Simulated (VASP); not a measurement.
# SbTePd (P2_13) in VASP: single point with r2SCAN

Aim: the single point of SbTePd with r2SCAN.

Program: VASP 6.6.1. These are calculated values, not measurements. Logs are shortened: lines on timing, memory, paths and dates and some standing lists are left out, and cuts for length are marked.

### Step 1. The cell of the first run

The structure is cubic, space group P2_13 (No. 198). Conventional cell: a = 6.463 Å, b = 6.463 Å, c = 6.463 Å, α = 90.00°, β = 90.00°, γ = 90.00°. Within 3.5 Å of Pd (site symmetry 3) lie 3 Te at 2.66 Å and 3 Sb at 2.69 Å. Sb (site symmetry 3) has 3 Pd at 2.69 Å and 7 Te at 2.85 to 3.60 Å within 3.7 Å. Within 3.7 Å of Te (site symmetry 3) lie 3 Pd at 2.66 Å and 7 Sb at 2.85 to 3.60 Å.

### Step 2. Single point, r2SCAN

POSCAR

```
SbTePd
1.0
    6.4626973800      0.0000000000      0.0000000000
    0.0000000000      6.4626973800      0.0000000000
    0.0000000000      0.0000000000      6.4626973800
Pd Sb Te
4 4 4
Direct
    0.9980200000      0.9980200000      0.9980200000
    0.5019800000      0.0019800000      0.4980200000
    0.4980200000      0.5019800000      0.0019800000
    0.0019800000      0.4980200000      0.5019800000
    0.6270900000      0.6270900000      0.6270900000
    0.8729100000      0.3729100000      0.1270900000
    0.1270900000      0.8729100000      0.3729100000
    0.3729100000      0.1270900000      0.8729100000
    0.3727800000      0.3727800000      0.3727800000
    0.1272200000      0.6272200000      0.8727800000
    0.8727800000      0.1272200000      0.6272200000
    0.6272200000      0.8727800000      0.1272200000
```

INCAR.step1

```
SYSTEM = SbTePd
  ALGO = Normal
  EDIFF = 1E-4
  ENCUT = 520
  GGA = PE
  ISMEAR = -1
  LASPH = .True.
  LCHARG = .False.
  LREAL = .False.
  LWAVE = .True.
  NBANDS = 54
  NELM = 100
  PREC = Accurate
  SIGMA = 0.1
```

INCAR.step2

```
SYSTEM = SbTePd
  ALGO = Normal
  EDIFF = 1E-6
  ENCUT = 520
  ISIF = 2
  ISMEAR = -1
  ISTART = 1
  LASPH = .True.
  LCHARG = .True.
  LELF = .True.
  LMIXTAU = .True.
  LREAL = .False.
  LVHAR = .True.
  LWAVE = .False.
  METAGGA = R2SCAN
  NBANDS = 54
  NELM = 100
  PREC = Accurate
  SIGMA = 0.1
```

KPOINTS

```
k-points
0
Gamma
  5 5 5
  0 0 0
```

Potentials or basis: VASP PAW PBE potentials, release 64 (Pd, Sb, Te).

Launch:

```console
$ cat potpaw_PBE.64/Pd/POTCAR potpaw_PBE.64/Sb/POTCAR potpaw_PBE.64/Te/POTCAR > POTCAR
$ cp INCAR.step1 INCAR
$ mpirun -np 1 vasp_std > vasp.out
$ cp INCAR.step2 INCAR
$ mpirun -np 1 vasp_std > vasp.out
```

OUTCAR:

```text
SYSTEM = SbTePd
   EDIFF = 1E-6
   ENCUT = 520
   ISIF = 2
   ISMEAR = -1
   ISTART = 1
   LASPH = .True.
   LREAL = .False.
   METAGGA = R2SCAN
   NELM = 100
   PREC = Accurate

 ion  position               nearest neighbor table
   1  0.998  0.998  0.998-  10 2.66  11 2.66  12 2.66   6 2.69   7 2.69   8 2.69
   2  0.502  0.002  0.498-   9 2.66  11 2.66  12 2.66   5 2.69   7 2.69   8 2.69
   3  0.498  0.502  0.002-   9 2.66  10 2.66  12 2.66   5 2.69   6 2.69   8 2.69
   4  0.002  0.498  0.502-   9 2.66  10 2.66  11 2.66   5 2.69   6 2.69   7 2.69
   5  0.627  0.627  0.627-   2 2.69   3 2.69   4 2.69   9 2.85  11 3.60  10 3.60  12 3.60  11 3.60
                            12 3.60  10 3.60
   6  0.873  0.373  0.127-   1 2.69   3 2.69   4 2.69  10 2.85  12 3.60  11 3.60   9 3.60  11 3.60
                            12 3.60   9 3.60
   7  0.127  0.873  0.373-   1 2.69   2 2.69   4 2.69  11 2.85   9 3.60  10 3.60  12 3.60  12 3.60
                            10 3.60   9 3.60
   8  0.373  0.127  0.873-   1 2.69   2 2.69   3 2.69  12 2.85  10 3.60  11 3.60   9 3.60  10 3.60
                             9 3.60  11 3.60
   9  0.373  0.373  0.373-   2 2.66   3 2.66   4 2.66   5 2.85   7 3.60   6 3.60   8 3.60   7 3.60
                             8 3.60   6 3.60
  10  0.127  0.627  0.873-   1 2.66   3 2.66   4 2.66   6 2.85   8 3.60   7 3.60   5 3.60   7 3.60
                             8 3.60   5 3.60
  11  0.873  0.127  0.627-   1 2.66   2 2.66   4 2.66   7 2.85   5 3.60   6 3.60   8 3.60   8 3.60
                             6 3.60   5 3.60
  12  0.627  0.873  0.127-   1 2.66   2 2.66   3 2.66   8 2.85   6 3.60   7 3.60   5 3.60   6 3.60
                             5 3.60   7 3.60

  LATTYP: Found a simple cubic cell.
 ALAT       =     6.4626973800

  Lattice vectors:

 A1 = (   6.4626973800,   0.0000000000,   0.0000000000)
 A2 = (   0.0000000000,   6.4626973800,   0.0000000000)
 A3 = (   0.0000000000,   0.0000000000,   6.4626973800)

Analysis of symmetry for initial positions (statically):
=====================================================================
 Subroutine PRICEL returns:
 Original cell was already a primitive cell.

 Routine SETGRP: Setting up the symmetry group for a
 simple cubic supercell.

 Subroutine GETGRP returns: Found 12 space group operations
 (whereof  3 operations were pure point group operations)
 out of a pool of 48 trial point group operations.

The static configuration has the point symmetry C_3 .
 The point group associated with its full space group is T   .

Analysis of symmetry for dynamics (positions and initial velocities):
=====================================================================
 Subroutine PRICEL returns:
 Original cell was already a primitive cell.

 Routine SETGRP: Setting up the symmetry group for a
 simple cubic supercell.

 Subroutine GETGRP returns: Found 12 space group operations
 (whereof  3 operations were pure point group operations)
 out of a pool of 48 trial point group operations.

The dynamic configuration has the point symmetry C_3 .
 The point group associated with its full space group is T   .

 Subroutine INISYM returns: Found 12 space group operations
 (whereof  3 operations are pure point group operations),
 and found     1 'primitive' translations

----------------------------------------------------------------------------------------

                                     Primitive cell

  volume of cell :     269.9240

  direct lattice vectors                    reciprocal lattice vectors
     6.462697380  0.000000000  0.000000000     0.154734152  0.000000000  0.000000000
     0.000000000  6.462697380  0.000000000     0.000000000  0.154734152  0.000000000
     0.000000000  0.000000000  6.462697380     0.000000000  0.000000000  0.154734152

  length of vectors
     6.462697380  6.462697380  6.462697380     0.154734152  0.154734152  0.154734152

  position of ions in fractional coordinates (direct lattice)
     0.998020000  0.998020000  0.998020000
     0.501980000  0.001980000  0.498020000
     0.498020000  0.501980000  0.001980000
     0.001980000  0.498020000  0.501980000
     0.627090000  0.627090000  0.627090000
     0.872910000  0.372910000  0.127090000
     0.127090000  0.872910000  0.372910000
[... 29 lines left out ...]
 Generating k-lattice:

  Cartesian coordinates                     Fractional coordinates (reciprocal lattice)
     0.030946830  0.000000000  0.000000000     0.200000000  0.000000000  0.000000000
     0.000000000  0.030946830  0.000000000     0.000000000  0.200000000  0.000000000
     0.000000000  0.000000000  0.030946830     0.000000000  0.000000000  0.200000000

  Length of vectors
     0.030946830  0.030946830  0.030946830

  Shift w.r.t. Gamma in fractional coordinates (k-lattice)
     0.000000000  0.000000000  0.000000000

 Subroutine IBZKPT returns following result:
 ===========================================

 Found     11 irreducible k-points:

 Following reciprocal coordinates:
            Coordinates               Weight
  0.000000  0.000000  0.000000      1.000000
  0.200000  0.000000  0.000000      6.000000
  0.400000  0.000000  0.000000      6.000000
  0.200000  0.200000  0.000000     12.000000
  0.400000  0.200000  0.000000     12.000000
 -0.200000  0.400000  0.000000     12.000000
  0.400000  0.400000  0.000000     12.000000
  0.200000  0.200000  0.200000      8.000000
  0.400000  0.200000  0.200000     24.000000
  0.400000  0.400000  0.200000     24.000000
  0.400000  0.400000  0.400000      8.000000
   k-points           NKPTS =     11   k-points in BZ     NKDIM =     11   number of bands    NBANDS=     54
   number of dos      NEDOS =    301   number of ions     NIONS =     12
   total plane-waves  NPLWV = 110592
   dimension x,y,z NGX =    48 NGY =   48 NGZ =   48
   dimension x,y,z NGXF=    96 NGYF=   96 NGZF=   96
   ions per type =               4   4   4
   NGX,Y,Z   is equivalent  to a cutoff of  12.35, 12.35, 12.35 a.u.
   NGXF,Y,Z  is equivalent  to a cutoff of  24.69, 24.69, 24.69 a.u.
 SYSTEM =  SbTePd
   PREC   = accura    normal or accurate (medium, high low for compatibility)
   ISTART =      1    job   : 0-new  1-cont  2-samecut
   ICHARG =      0    charge: 1-file 2-atom 10-const
   ISPIN  =      1    spin polarized calculation?
   LNONCOLLINEAR =      F non collinear calculations
   LSORBIT =      F    spin-orbit coupling
   LASPH  =      T    aspherical Exc in radial PAW
   ENCUT  =  520.0 eV  38.22 Ry    6.18 a.u.  12.02 12.02 12.02*2*pi/ulx,y,z
   NELM   =    100;   NELMIN=  2; NELMDL=  0     # of ELM steps
   EDIFF  = 0.1E-05   stopping-criterion for ELM
   LREAL  =      F    real-space projection
   EDIFFG = 0.1E-04   stopping-criterion for IOM
   NSW    =      0    number of steps for IOM
   IBRION =     -1    ionic relax: 0-MD 1-quasi-New 2-CG
   NFREE  =      0    steps in history (QN), initial steepest desc. (CG)
   ISIF   =      2    stress and relaxation
   ISYM   =      2    0-nonsym 1-usesym 2-fastsym
   POTIM  = 0.5000    time-step for ionic-motion
   TEBEG  =    0.0;   TEEND  =   0.0 temperature during run
   PSTRESS=    0.0 pullay stress
   NELECT =      84.0000    total number of electrons
   NUPDOWN=      -1.0000    fix difference up-down
   EMIN   =  10.00;   EMAX   =-10.00  energy-range for DOS
   EFERMI =   0.00;   METHOD = LEGACY
   ISMEAR =    -1;   SIGMA  =   0.10  broadening in eV -4-tet -1-fermi 0-gaus
   EFERMI_NEDOS =   21; number of points for ismear=-14 and -15
   IALGO  =     38    algorithm
   IMIX   =      4    mixing-type and parameters
     AMIX     =   0.40;   BMIX     =  1.00
     AMIX_MAG =   1.60;   BMIX_MAG =  1.00
  volume/ion in A,a.u.               =      22.49       151.79
  Fermi-wavevector in a.u.,A,eV,Ry     =   1.109398  2.096459 16.745564  1.230764
  Thomas-Fermi vector in A             =   2.245937
   LORBIT       =      0    0 simple, 1 ext, 2 COOP (PROOUT), +10 PAW based schemes
   METAGGA = R2SCAN    functional components
   LHFCALC =     F    Hartree Fock is set to
   AEXX    =    0.0000 exact exchange contribution
   IVDW    =     0    specifies the selected vdW correction
   LEPSILON=     F    determine dielectric tensor
   LRPA    =     F    only Hartree local field effects (RPA)
 non-spin polarized calculation
  energy-cutoff  :      520.00
  volume of cell :      269.92
 maximum number of plane-waves:      7283
   NGX = 25   NGY = 25   NGZ = 25

 number of electron      83.9999992 magnetization

 Free energy of the ion-electron system (eV)
  ---------------------------------------------------
  ext. energy  EPLUGINS =         0.00000000
  ---------------------------------------------------
  free energy    TOTEN  =      -300.50103074 eV

  energy without entropy =     -300.34183673  energy(sigma->0) =     -300.42143373

 E-fermi :   9.3609     XC(G=0): -11.4709

 val. band max:        9.3405699874   @ k =   0.4000   0.4000   0.0000
 cond. band min:       9.4137296840   @ k =   0.4000   0.0000   0.0000
 fundamental gap:      0.0731596966
 Fermi energy:         9.3608628562

 k-point     1 :       0.0000    0.0000    0.0000
  band No.  band energies     occupation
      1      -4.9301      2.00000
      2      -3.2232      2.00000
      3      -3.2232      2.00000
      4      -3.2232      2.00000
      5      -0.7332      2.00000
      6      -0.7332      2.00000
[... 616 lines left out ...]
     53      14.1788      0.00000
     54      14.4909      0.00000

------------------------ aborting loop because EDIFF is reached ----------------------------------------

  FORCE on cell =-STRESS in cart. coord.  units (eV):
  Direction    XX          YY          ZZ          XY          YZ          ZX
  --------------------------------------------------------------------------------------
  -------------------------------------------------------------------------------------
  Total       11.3628440     11.3628440     11.3628440      0.0000000      0.0000000     -0.0000000
  in kB       67.4459949     67.4459949     67.4459949      0.0000000      0.0000000     -0.0000000
  external PRESSURE =      67.4459949 kB  Pullay stress =       0.0000000 kB

 VOLUME and BASIS-vectors are now :
 -----------------------------------------------------------------------------
  energy-cutoff  :      520.00
  volume of cell :      269.92
      direct lattice vectors                 reciprocal lattice vectors
     6.462697380  0.000000000  0.000000000     0.154734152  0.000000000  0.000000000
     0.000000000  6.462697380  0.000000000     0.000000000  0.154734152  0.000000000
     0.000000000  0.000000000  6.462697380     0.000000000  0.000000000  0.154734152

 POSITION                                       TOTAL-FORCE (eV/Angst)
 -----------------------------------------------------------------------------------
      6.44990      6.44990      6.44990         0.313766      0.313766      0.313766
      3.24414      0.01280      3.21855        -0.313766     -0.313766      0.313766
      3.21855      3.24414      0.01280         0.313766     -0.313766     -0.313766
      0.01280      3.21855      3.24414        -0.313766      0.313766     -0.313766
      4.05269      4.05269      4.05269         0.077179      0.077179      0.077179
      5.64135      2.41000      0.82134        -0.077179     -0.077179      0.077179
      0.82134      5.64135      2.41000         0.077179     -0.077179     -0.077179
      2.41000      0.82134      5.64135        -0.077179      0.077179     -0.077179
      2.40916      2.40916      2.40916         0.065140      0.065140      0.065140
      0.82218      4.05353      5.64051        -0.065140     -0.065140      0.065140
      5.64051      0.82218      4.05353         0.065140     -0.065140     -0.065140
      4.05353      5.64051      0.82218        -0.065140      0.065140     -0.065140
 -----------------------------------------------------------------------------------
    total drift:                               -0.000000     -0.000000      0.000000

  FREE ENERGIE OF THE ION-ELECTRON SYSTEM (eV)
  ---------------------------------------------------
  free  energy   TOTEN  =      -300.5010307406 eV

  energy  without entropy=     -300.3418367293  energy(sigma->0) =     -300.42143373
```

Run time: 9.1 min. Hardware: 1 thread of AMD EPYC 7R13 (Zen 3), shared host; peak memory 0.41 GiB.

What came out:

```
Free energy            : -300.5010 eV
Pressure               : 6.7 GPa
Largest force          : 0.543 eV/Å
Band gap on the k mesh : zero (bands 42 and 43 overlap by 1.32 eV)
```

Forces on the atoms (eV/Å):
```
Pd   0.314  0.314  0.314
Pd  -0.314 -0.314  0.314
Pd   0.314 -0.314 -0.314
Pd  -0.314  0.314 -0.314
Sb   0.077  0.077  0.077
Sb  -0.077 -0.077  0.077
Sb   0.077 -0.077 -0.077
Sb  -0.077  0.077 -0.077
Te   0.065  0.065  0.065
Te  -0.065 -0.065  0.065
Te   0.065 -0.065 -0.065
Te  -0.065  0.065 -0.065
```

Caveat: the cell stands under pressure; the PAW data sets were made with another functional, which shifts forces and pressure a little; spin-orbit coupling is left out, which moves the levels of the heavy elements.
